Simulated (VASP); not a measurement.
Input of a VASP 6.6.1 run:

The input INCAR:

```
PREC     = Accurate       # precision mode
ENCUT    = 520            # plane-wave cutoff, eV
EDIFF    = 1E-6           # SCF threshold, eV
ISMEAR   = 0              # smearing method
SIGMA    = 0.1            # smearing width, eV
LREAL    = False          # projectors in reciprocal space
LASPH    = True           # aspherical terms in the spheres
NELM     = 100            # most SCF steps
ALGO     = Normal         # electronic algorithm
ISIF     = 2              # what is computed and relaxed
LWAVE    = False          # write WAVECAR
LCHARG   = False          # write CHGCAR
GGA      = PE             # functional
NBANDS   = 34             # bands
```

Contents of KPOINTS:

```
Automatic mesh
0
Gamma
  4 4 4
```

Contents of POSCAR:

```
MgBe2I6
1.0
    3.6115022766      2.0851018138      7.9979625225
   -3.6115022766      2.0851018138      7.9979625225
    0.0000000000     -4.1702036210      7.9979625242
Mg Be I
1 2 6
Direct
    0.0000000000      0.0000000000      0.0000000000
    0.7344082467      0.7344082467      0.7344082467
    0.2655917533      0.2655917533      0.2655917533
    0.2424227625      0.5867634756      0.9470044376
    0.5867634756      0.9470044376      0.2424227625
    0.9470044376      0.2424227625      0.5867634756
    0.7575772375      0.4132365244      0.0529955624
    0.4132365244      0.0529955624      0.7575772375
    0.0529955624      0.7575772375      0.4132365244
```

Potentials or basis: VASP PAW PBE potentials, release 64 (Mg, Be, I).

Run with:

```sh
$ cat potpaw_PBE.64/Mg/POTCAR potpaw_PBE.64/Be/POTCAR potpaw_PBE.64/I/POTCAR > POTCAR
$ mpirun -np 1 vasp_std > vasp.out
```

(1) Predict the largest force.

(2) Predict the pressure.

(3) Predict the band gap on the k mesh.

## Answers

(1) 0.013 eV/Å.

(2) 0.0 GPa.

(3) 3.24 eV, indirect (least direct gap 3.32 eV).

Caveat: spin-orbit coupling is left out, which moves the levels of the heavy elements.
